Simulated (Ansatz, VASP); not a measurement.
**Pt in VASP and in Ansatz**

Contents of INCAR:

```
PREC = Accurate ; ENCUT = 520
EDIFF = 1E-6 ; ISMEAR = 0
SIGMA = 0.15 ; LREAL = False
LASPH = True ; NELM = 80
ALGO = Fast ; ISIF = 2
LWAVE = False ; LCHARG = True
GGA = PS ; LELF = True
LVHAR = True ; NBANDS = 17
```

File KPOINTS:

```
regular mesh
0
Gamma
  24 24 14
```

File POSCAR:

```
Pt
1.0
    2.8614281013      0.0000000000      0.0000000000
   -1.4307140507      2.4780694268      0.0000000000
    0.0000000000      0.0000000000      4.7068056308
Pt
2
Direct
    0.6666666667      0.3333333333      0.7500000000
    0.3333333333      0.6666666667      0.2500000000
```

Input for Ansatz:

```yaml
crystal:
  lattice:
    - [2.8614281013, 0.0, 0.0]
    - [-1.4307140507, 2.4780694268, 0.0]
    - [0.0, 0.0, 4.7068056308]
  atoms:
    - { symbol: Pt, position: [0.6666666667, 0.3333333333, 0.75] }
    - { symbol: Pt, position: [0.3333333333, 0.6666666667, 0.25] }
basis:
  ecutwfc: 420
kpoints:
  mp_grid: { grid: [24, 24, 14] }
hamiltonian:
  xc: pbesol
scf:
  occupations: { method: gaussian, width: 0.15 }
output:
  forces: true
  stress: true
  eigenvalues: true
```

Change from the starting cell: strain +0.050 along x and y, +0.000 along z, atoms carried along.

Alike in both runs: task single point; functional PBEsol; k mesh 24 × 24 × 14; occupations gaussian, width 0.15 eV; no spin polarisation.

```csv
,VASP,Ansatz
version,VASP 6.6.1,Ansatz 0.2.0
potentials or method,"VASP PAW PBE potentials, release 64 (Pt), cutoff 520 eV","scalar-relativistic, plane waves, PAW"
valence electrons in the cell,20,36
```

```csv
,VASP,Ansatz,Ansatz less VASP
gap on the k mesh at the Fermi level (eV),none,none,-
pressure (GPa),-21.6,-21.2,+0.34
"traceless stress, the component that is largest in VASP (GPa)",3.98,4.07,+0.082
```

VASP's potentials were made for PBE, not for PBEsol. A gap of «none» marks a metal or a gap that the smearing closes. VASP's potentials hold 20 valence electrons a cell and Ansatz's 36, so a difference there can come from the potentials and not from the codes.

Neither program's run includes spin-orbit coupling.
